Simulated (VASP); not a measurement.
# BiTe in VASP: notebook

Runs on BiTe. Level: PBE. Tasks: single point.

All numbers are computed with VASP 6.6.1; they aren't measurements. Logs are shortened: lines on timing, memory, paths and dates and some standing lists are left out, and cuts for length are marked.

**1. The cell of the first run**

It takes space group Fm-3m (No. 225, cubic). Conventional cell: a = 6.470 Å, b = 6.470 Å, c = 6.470 Å, α = 90.00°, β = 90.00°, γ = 90.00°. Bi (site symmetry m-3m) has 6 Te at 3.23 Å within 4.3 Å. Within 4.3 Å of Te (site symmetry m-3m) lie 6 Bi at 3.23 Å.

**2. Single point, PBE**

File INCAR:

```
PREC = Accurate
ENCUT = 520
EDIFF = 1E-6
ISMEAR = -1
SIGMA = 0.1
LREAL = False
LASPH = True
NELM = 80
ALGO = Normal
ISIF = 2
LWAVE = False
LCHARG = False
GGA = PE
NBANDS = 18
```

File KPOINTS:

```
Automatic mesh
0
Gamma
  9 9 9
```

File POSCAR:

```
BiTe
1.0
    0.0000000000      3.2350000000      3.2350000000
    3.2350000000      0.0000000000      3.2350000000
    3.2350000000      3.2350000000      0.0000000000
Bi Te
1 1
Direct
    0.0000000000      0.0000000000      0.0000000000
    0.5000000000      0.5000000000      0.5000000000
```

Potentials or basis: VASP PAW PBE potentials, release 64 (Bi_d, Te).

Command:

```
> cat potpaw_PBE.64/Bi_d/POTCAR potpaw_PBE.64/Te/POTCAR > POTCAR
> mpirun -np 1 vasp_std > vasp.out
```

OUTCAR:

```text
PREC = Accurate
   ENCUT = 520
   EDIFF = 1E-6
   ISMEAR = -1
   LREAL = False
   LASPH = True
   NELM = 80
   ISIF = 2
   GGA = PE

 ion  position               nearest neighbor table
   1  0.000  0.000  0.000-   2 3.23   2 3.23   2 3.23   2 3.23   2 3.23   2 3.23
   2  0.500  0.500  0.500-   1 3.23   1 3.23   1 3.23   1 3.23   1 3.23   1 3.23

  LATTYP: Found a face centered cubic cell.
 ALAT       =     6.4700000000

  Lattice vectors:

 A1 = (   0.0000000000,   3.2350000000,   3.2350000000)
 A2 = (   3.2350000000,   0.0000000000,   3.2350000000)
 A3 = (   3.2350000000,   3.2350000000,   0.0000000000)

Analysis of symmetry for initial positions (statically):
=====================================================================
 Subroutine PRICEL returns:
 Original cell was already a primitive cell.

 Routine SETGRP: Setting up the symmetry group for a
 face centered cubic supercell.

 Subroutine GETGRP returns: Found 48 space group operations
 (whereof 48 operations were pure point group operations)
 out of a pool of 48 trial point group operations.

The static configuration has the point symmetry O_h .

Analysis of symmetry for dynamics (positions and initial velocities):
=====================================================================
 Subroutine PRICEL returns:
 Original cell was already a primitive cell.

 Routine SETGRP: Setting up the symmetry group for a
 face centered cubic supercell.

 Subroutine GETGRP returns: Found 48 space group operations
 (whereof 48 operations were pure point group operations)
 out of a pool of 48 trial point group operations.

The dynamic configuration has the point symmetry O_h .

 Subroutine INISYM returns: Found 48 space group operations
 (whereof 48 operations are pure point group operations),
 and found     1 'primitive' translations

----------------------------------------------------------------------------------------

                                     Primitive cell

  volume of cell :      67.7100

  direct lattice vectors                    reciprocal lattice vectors
     0.000000000  3.235000000  3.235000000    -0.154559505  0.154559505  0.154559505
     3.235000000  0.000000000  3.235000000     0.154559505 -0.154559505  0.154559505
     3.235000000  3.235000000  0.000000000     0.154559505  0.154559505 -0.154559505

  length of vectors
     4.574980874  4.574980874  4.574980874     0.267704916  0.267704916  0.267704916

  position of ions in fractional coordinates (direct lattice)
     0.000000000  0.000000000  0.000000000
     0.500000000  0.500000000  0.500000000

  ion indices of the primitive-cell ions
   primitive index   ion index
                 1           1
                 2           2

----------------------------------------------------------------------------------------

 KPOINTS: Automatic mesh

Automatic generation of k-mesh.
 Grid dimensions read from file:
 generate k-points for:    9    9    9

 Generating k-lattice:

  Cartesian coordinates                     Fractional coordinates (reciprocal lattice)
    -0.017173278  0.017173278  0.017173278     0.111111111  0.000000000  0.000000000
     0.017173278 -0.017173278  0.017173278     0.000000000  0.111111111  0.000000000
     0.017173278  0.017173278 -0.017173278     0.000000000  0.000000000  0.111111111

  Length of vectors
     0.029744991  0.029744991  0.029744991

  Shift w.r.t. Gamma in fractional coordinates (k-lattice)
     0.000000000  0.000000000  0.000000000

 Subroutine IBZKPT returns following result:
 ===========================================

 Found     35 irreducible k-points:

 Following reciprocal coordinates:
            Coordinates               Weight
  0.000000  0.000000  0.000000      1.000000
  0.111111  0.000000  0.000000      8.000000
  0.222222  0.000000  0.000000      8.000000
  0.333333  0.000000  0.000000      8.000000
  0.444444  0.000000  0.000000      8.000000
  0.111111  0.111111  0.000000      6.000000
[... 16 lines left out ...]
 -0.333333  0.333333  0.000000     12.000000
  0.444444  0.444444  0.000000      6.000000
 [... further k-points ...]
   k-points           NKPTS =     35   k-points in BZ     NKDIM =     35   number of bands    NBANDS=     18
   number of dos      NEDOS =    301   number of ions     NIONS =      2
   total plane-waves  NPLWV =  46656
   dimension x,y,z NGX =    36 NGY =   36 NGZ =   36
   dimension x,y,z NGXF=    72 NGYF=   72 NGZF=   72
   ions per type =               1   1
   NGX,Y,Z   is equivalent  to a cutoff of  13.08, 13.08, 13.08 a.u.
   NGXF,Y,Z  is equivalent  to a cutoff of  26.16, 26.16, 26.16 a.u.
 SYSTEM =  unknown system
   PREC   = accura    normal or accurate (medium, high low for compatibility)
   ISTART =      0    job   : 0-new  1-cont  2-samecut
   ICHARG =      2    charge: 1-file 2-atom 10-const
   ISPIN  =      1    spin polarized calculation?
   LNONCOLLINEAR =      F non collinear calculations
   LSORBIT =      F    spin-orbit coupling
   LASPH  =      T    aspherical Exc in radial PAW
   ENCUT  =  520.0 eV  38.22 Ry    6.18 a.u.   8.51  8.51  8.51*2*pi/ulx,y,z
   NELM   =     80;   NELMIN=  2; NELMDL= -5     # of ELM steps
   EDIFF  = 0.1E-05   stopping-criterion for ELM
   LREAL  =      F    real-space projection
   EDIFFG = 0.1E-04   stopping-criterion for IOM
   NSW    =      0    number of steps for IOM
   IBRION =     -1    ionic relax: 0-MD 1-quasi-New 2-CG
   NFREE  =      0    steps in history (QN), initial steepest desc. (CG)
   ISIF   =      2    stress and relaxation
   ISYM   =      2    0-nonsym 1-usesym 2-fastsym
   POTIM  = 0.5000    time-step for ionic-motion
   TEBEG  =    0.0;   TEEND  =   0.0 temperature during run
   PSTRESS=    0.0 pullay stress
   NELECT =      21.0000    total number of electrons
   NUPDOWN=      -1.0000    fix difference up-down
   EMIN   =  10.00;   EMAX   =-10.00  energy-range for DOS
   EFERMI =   0.00;   METHOD = LEGACY
   ISMEAR =    -1;   SIGMA  =   0.10  broadening in eV -4-tet -1-fermi 0-gaus
   EFERMI_NEDOS =   21; number of points for ismear=-14 and -15
   IALGO  =     38    algorithm
   IMIX   =      4    mixing-type and parameters
     AMIX     =   0.40;   BMIX     =  1.00
     AMIX_MAG =   1.60;   BMIX_MAG =  1.00
  volume/ion in A,a.u.               =      33.86       228.46
  Fermi-wavevector in a.u.,A,eV,Ry     =   1.108146  2.094092 16.707785  1.227988
  Thomas-Fermi vector in A             =   2.244669
   LORBIT       =      0    0 simple, 1 ext, 2 COOP (PROOUT), +10 PAW based schemes
   GGA     = PE    functional components
   LHFCALC =     F    Hartree Fock is set to
   AEXX    =    0.0000 exact exchange contribution
   IVDW    =     0    specifies the selected vdW correction
   LEPSILON=     F    determine dielectric tensor
   LRPA    =     F    only Hartree local field effects (RPA)
 non-spin polarized calculation
  energy-cutoff  :      520.00
  volume of cell :       67.71
 maximum number of plane-waves:      1853
 NGX is ok and might be reduce to    36
   NGX = 17   NGY = 17   NGZ = 17

 number of electron      21.0000001 magnetization

 Free energy of the ion-electron system (eV)
  ---------------------------------------------------
  ext. energy  EPLUGINS =         0.00000000
  ---------------------------------------------------
  free energy    TOTEN  =        -7.19263174 eV

  energy without entropy =       -7.14040008  energy(sigma->0) =       -7.16651591

 E-fermi :   6.6451     XC(G=0):  -9.4340

 val. band max:        6.6067448892   @ k =  -0.3333   0.3333   0.1111
 cond. band min:       6.6904882841   @ k =   0.3333   0.0000   0.0000
 fundamental gap:      0.0837433949
 Fermi energy:         6.6451058107

 k-point     1 :       0.0000    0.0000    0.0000
  band No.  band energies     occupation
      1     -16.5005      2.00000
      2     -16.5005      2.00000
      3     -16.4975      2.00000
      4     -16.4975      2.00000
      5     -16.4975      2.00000
      6      -6.8724      2.00000
[... 10 lines left out ...]
     17      12.7663      0.00000
     18      13.2088      0.00000

 k-point     2 :       0.1111    0.0000    0.0000
  band No.  band energies     occupation
      1     -16.5009      2.00000
      2     -16.5009      2.00000
      3     -16.4972      2.00000
      4     -16.4968      2.00000
      5     -16.4968      2.00000
      6      -6.7621      2.00000
[... 10 lines left out ...]
     17      13.4991      0.00000
     18      13.9222      0.00000

 k-point     3 :       0.2222    0.0000    0.0000
  band No.  band energies     occupation
      1     -16.5022      2.00000
      2     -16.5022      2.00000
      3     -16.4967      2.00000
      4     -16.4947      2.00000
      5     -16.4947      2.00000
      6      -6.4350      2.00000
[... 10 lines left out ...]
     17      15.0401      0.00000
     18      15.3841      0.00000

 k-point     4 :       0.3333    0.0000    0.0000
  band No.  band energies     occupation
      1     -16.5039      2.00000
      2     -16.5039      2.00000
      3     -16.4961      2.00000
      4     -16.4923      2.00000
      5     -16.4923      2.00000
      6      -5.9039      2.00000
[... 10 lines left out ...]
     17      16.1179      0.00000
     18      17.1438      0.00000

 k-point     5 :       0.4444    0.0000    0.0000
  band No.  band energies     occupation
      1     -16.5050      2.00000
      2     -16.5050      2.00000
      3     -16.4956      2.00000
      4     -16.4907      2.00000
      5     -16.4907      2.00000
      6      -5.2041      2.00000
[... 10 lines left out ...]
     17      15.0437      0.00000
     18      16.3494      0.00000

 k-point     6 :       0.1111    0.1111    0.0000
  band No.  band energies     occupation
      1     -16.5019      2.00000
      2     -16.4999      2.00000
      3     -16.4979      2.00000
      4     -16.4963      2.00000
      5     -16.4963      2.00000
      6      -6.7264      2.00000
[... 307 lines left out ...]
 k-point    21 :       0.4444    0.3333    0.0000
  band No.  band energies     occupation
      1     -16.5120      2.00000
      2     -16.4997      2.00000
      3     -16.4973      2.00000
      4     -16.4888      2.00000
      5     -16.4884      2.00000
      6      -5.3455      2.00000
[... 10 lines left out ...]
     17      16.2048      0.00000
     18      16.2097      0.00000

 k-point    22 :      -0.4444    0.3333    0.0000
  band No.  band energies     occupation
      1     -16.5112      2.00000
      2     -16.4988      2.00000
      3     -16.4978      2.00000
      4     -16.4893      2.00000
      5     -16.4883      2.00000
      6      -4.9197      2.00000
[... 10 lines left out ...]
     17      16.5648      0.00000
     18      16.9425      0.00000

 k-point    23 :      -0.3333    0.3333    0.0000
  band No.  band energies     occupation
      1     -16.5089      2.00000
      2     -16.5009      2.00000
      3     -16.4950      2.00000
      4     -16.4912      2.00000
      5     -16.4895      2.00000
      6      -4.6680      2.00000
[... 10 lines left out ...]
     17      15.6402      0.00000
     18      18.5471      0.00000

 k-point    24 :       0.4444    0.4444    0.0000
  band No.  band energies     occupation
      1     -16.5140      2.00000
      2     -16.5008      2.00000
      3     -16.4960      2.00000
      4     -16.4874      2.00000
      5     -16.4874      2.00000
      6      -5.1976      2.00000
[... 10 lines left out ...]
     17      16.9411      0.00000
     18      17.1140      0.00000

 [... further k-points ...]
[... 5 lines left out ...]
  --------------------------------------------------------------------------------------
  -------------------------------------------------------------------------------------
  Total        0.3109896      0.3109896      0.3109896      0.0000000      0.0000000      0.0000000
  in kB        7.3587419      7.3587419      7.3587419      0.0000000      0.0000000      0.0000000
  external PRESSURE =       7.3587419 kB  Pullay stress =       0.0000000 kB

 VOLUME and BASIS-vectors are now :
 -----------------------------------------------------------------------------
  energy-cutoff  :      520.00
  volume of cell :       67.71
      direct lattice vectors                 reciprocal lattice vectors
     0.000000000  3.235000000  3.235000000    -0.154559505  0.154559505  0.154559505
     3.235000000  0.000000000  3.235000000     0.154559505 -0.154559505  0.154559505
     3.235000000  3.235000000  0.000000000     0.154559505  0.154559505 -0.154559505

 POSITION                                       TOTAL-FORCE (eV/Angst)
 -----------------------------------------------------------------------------------
      0.00000      0.00000      0.00000         0.000000      0.000000     -0.000000
      3.23500      3.23500      3.23500         0.000000      0.000000      0.000000
 -----------------------------------------------------------------------------------
    total drift:                               -0.000000      0.000000      0.000000

  FREE ENERGIE OF THE ION-ELECTRON SYSTEM (eV)
  ---------------------------------------------------
  free  energy   TOTEN  =        -7.1926317429 eV

  energy  without entropy=       -7.1404000816  energy(sigma->0) =       -7.16651591
```

Run time: 29 s. Hardware: 1 thread of Intel Xeon Platinum 8259CL at 2.50GHz (Skylake/Cascade Lake), shared host; peak memory 0.22 GiB.

Results:

| Property | Result |
| --- | --- |
| Free energy | -7.1926 eV |
| Pressure | 0.7 GPa |

Caveat: spin-orbit coupling is left out, which moves the levels of the heavy elements.

**3. Single point, PBE**

This run uses another cell than the first one, of 33.29 Å³/atom, 0.983 times its volume.

File INCAR:

```
SYSTEM = BiTe
ALGO = Normal
EDIFF = 1E-6
ENCUT = 520
GGA = PE
ISIF = 2
ISMEAR = -1
LASPH = .TRUE.
LCHARG = .TRUE.
LELF = .TRUE.
LREAL = .FALSE.
LVHAR = .TRUE.
LWAVE = .FALSE.
NBANDS = 18
NELM = 100
PREC = Accurate
SIGMA = 0.1
```

File KPOINTS:

```
k-points
0
G
  9 9 9
  0 0 0
```

File POSCAR:

```
BiTe
1.0
    0.0000000000      3.2350000000      3.1810833333
    3.2350000000      0.0000000000      3.1810833333
    3.2350000000      3.2350000000      0.0000000000
Bi Te
1 1
Direct
    0.0000000000      0.0000000000      0.0000000000
    0.5000000000      0.5000000000      0.5000000000
```

Potentials or basis: VASP PAW PBE potentials, release 64 (Bi_d, Te).

Command:

```
> cat potpaw_PBE.64/Bi_d/POTCAR potpaw_PBE.64/Te/POTCAR > POTCAR
> mpirun -np 1 vasp_std > vasp.out
```

Wall time 60 s (1 thread of Intel Xeon Platinum 8259CL at 2.50GHz (Skylake/Cascade Lake), shared host); peak memory 0.26 GiB.

The run converged. Its results:

| Quantity | Value |
| --- | --- |
| Free energy | -7.1804 eV |
| Pressure | 1.6 GPa |

Stress tensor (GPa, compression positive):
```
1.14 0.00 0.00
0.00 1.14 0.00
0.00 0.00 2.66
```

Levels at points of the mesh, in eV from the Fermi level:
```tsv
k point	band 7	band 8	band 9	band 10	band 11	band 12	band 13	band 14
(0.00, 0.00, 0.00)	-8.06	-2.74	-2.51	-2.51	2.06	2.06	2.46	4.60
```

Caveat: spin-orbit coupling is left out, which moves the levels of the heavy elements.

**4. Single point, PBE**

This run uses another cell than the first one, of 34.42 Å³/atom, 1.017 times its volume.

File INCAR:

```
SYSTEM = BiTe
ALGO = Normal
EDIFF = 1E-6
ENCUT = 520
GGA = PE
ISIF = 2
ISMEAR = -1
LASPH = .True.
LCHARG = .False.
LREAL = .False.
LWAVE = .False.
NBANDS = 18
NELM = 60
PREC = Accurate
SIGMA = 0.1
```

File KPOINTS:

```
k-points
0
Gamma
  9 9 9
  0 0 0
```

File POSCAR:

```
BiTe
1.0
    0.0000000000      3.2350000000      3.2889166667
    3.2350000000      0.0000000000      3.2889166667
    3.2350000000      3.2350000000      0.0000000000
Bi Te
1 1
Direct
    0.0000000000      0.0000000000      0.0000000000
    0.5000000000      0.5000000000      0.5000000000
```

Command:

```
> cat potpaw_PBE.64/Bi_d/POTCAR potpaw_PBE.64/Te/POTCAR > POTCAR
> mpirun -np 1 vasp_std > vasp.out
```

It took 57 s on 1 thread of Intel Xeon Platinum 8259CL at 2.50GHz (Skylake/Cascade Lake), shared host; peak memory 0.26 GiB.

Results (log left out):

```yaml
Free_energy: -7.1924 eV
Pressure: 0.0 GPa
```

Stress tensor (GPa, compression positive):
```
 0.38  0.00  0.00
 0.00  0.38  0.00
 0.00  0.00 -0.89
```

Levels at points of the mesh, in eV from the Fermi level:
| k point | band 7 | band 8 | band 9 | band 10 | band 11 | band 12 | band 13 | band 14 |
| --- | --- | --- | --- | --- | --- | --- | --- | --- |
| (0.00, 0.00, 0.00) | -8.18 | -2.57 | -2.57 | -2.35 | 1.88 | 2.25 | 2.25 | 4.62 |

Caveat: spin-orbit coupling is left out, which moves the levels of the heavy elements.

**5. Single point, PBE**

This run uses another cell than the first one, of 34.98 Å³/atom, 1.033 times its volume.

File INCAR:

```
ALGO     = Normal         # electronic algorithm
EDIFF    = 1E-6           # SCF threshold, eV
ENCUT    = 520            # plane-wave cutoff, eV
GGA      = PE             # functional
ISIF     = 2              # what is computed and relaxed
ISMEAR   = -1             # smearing method
LASPH    = T              # aspherical terms in the spheres
LCHARG   = F              # write CHGCAR
LREAL    = F              # projectors in reciprocal space
LWAVE    = F              # write WAVECAR
NBANDS   = 18             # bands
NELM     = 60             # most SCF steps
PREC     = Accurate       # precision mode
SIGMA    = 0.1            # smearing width, eV
```

File KPOINTS:

```
k-points
0
Gamma
  9 9 9
```

File POSCAR:

```
BiTe
1.0
    0.0000000000      3.2350000000      3.3428333333
    3.2350000000      0.0000000000      3.3428333333
    3.2350000000      3.2350000000      0.0000000000
Bi Te
1 1
Direct
    0.0000000000      0.0000000000      0.0000000000
    0.5000000000      0.5000000000      0.5000000000
```

Command:

```
> cat potpaw_PBE.64/Bi_d/POTCAR potpaw_PBE.64/Te/POTCAR > POTCAR
> mpirun -np 1 vasp_std > vasp.out
```

Run time: 80 s. Hardware: 1 thread of Intel Xeon Platinum 8259CL at 2.50GHz (Skylake/Cascade Lake), shared host; peak memory 0.26 GiB.

It converged, with:

```
Free energy : -7.1818 eV
Pressure    : -0.7 GPa
```

Stress tensor (GPa, compression positive):
```
 0.07  0.00  0.00
 0.00  0.07  0.00
 0.00  0.00 -2.20
```

Levels at points of the mesh, in eV from the Fermi level:
```tsv
k point	band 8	band 9	band 10	band 11	band 12	band 13
(0.00, 0.00, 0.00)	-2.60	-2.60	-2.18	1.62	2.33	2.33
```

Caveat: spin-orbit coupling is left out, which moves the levels of the heavy elements.

**6. Single point, PBE**

This run uses another cell than the first one, of 35.55 Å³/atom, 1.050 times its volume.

File INCAR:

```
SYSTEM = BiTe
ALGO = Normal
EDIFF = 1E-7
ENCUT = 520
GGA = PE
ISIF = 2
ISMEAR = -1
LASPH = .True.
LCHARG = .False.
LREAL = .False.
LWAVE = .False.
NBANDS = 18
NELM = 60
PREC = Accurate
SIGMA = 0.1
```

File KPOINTS:

```
k-points
0
Gamma
  9 9 9
  0 0 0
```

File POSCAR:

```
BiTe
1.0
    0.0000000000      3.2350000000      3.3967500000
    3.2350000000      0.0000000000      3.3967500000
    3.2350000000      3.2350000000      0.0000000000
Bi Te
1 1
Direct
    0.0000000000      0.0000000000      0.0000000000
    0.5000000000      0.5000000000      0.5000000000
```

Potentials or basis: VASP PAW PBE potentials, release 64 (Bi_d, Te).

Command:

```
> cat potpaw_PBE.64/Bi_d/POTCAR potpaw_PBE.64/Te/POTCAR > POTCAR
> mpirun -np 1 vasp_std > vasp.out
```

It took 2.7 min on 1 thread of Intel Xeon Platinum 8259CL at 2.50GHz (Skylake/Cascade Lake), shared host; peak memory 0.26 GiB.

The run converged. Its results:

```
Free energy : -7.1628 eV
Pressure    : -1.2 GPa
```

Stress tensor (GPa, compression positive):
```
-0.22  0.00  0.00
 0.00 -0.22  0.00
 0.00  0.00 -3.27
```

Levels at points of the mesh, in eV from the Fermi level:
```tsv
k point	band 8	band 9	band 10	band 11	band 12	band 13
(0.00, 0.00, 0.00)	-2.62	-2.62	-2.02	1.38	2.40	2.40
```

Caveat: spin-orbit coupling is left out, which moves the levels of the heavy elements.

**7. The runs side by side**

| cell | gap on the mesh (eV) | pressure (GPa) |
| --- | --- | --- |
| a = 4.575 Å, angles 60.0°, 2 atoms | none | 0.7 |
| a = 4.537, b = 4.537, c = 4.575 Å, angles 59.7, 59.7, 60.6°, 2 atoms | none | 1.6 |
| a = 4.613, b = 4.613, c = 4.575 Å, angles 60.3, 60.3, 59.5°, 2 atoms | none | 0.0 |
| a = 4.652, b = 4.652, c = 4.575 Å, angles 60.5, 60.5, 58.9°, 2 atoms | none | -0.7 |
| a = 4.691, b = 4.691, c = 4.575 Å, angles 60.8, 60.8, 58.4°, 2 atoms | none | -1.2 |

Alike in all rows: task single point; level PBE; potentials or basis VASP PAW PBE potentials, release 64 (Bi_d, Te); no spin polarisation; k mesh 9 × 9 × 9; cutoff (eV) 520; smearing fermi-dirac 0.1 eV.

Caveats: spin-orbit coupling is left out, which moves the levels of the heavy elements.

Absolute energies hang on the potentials; compare differences alone.
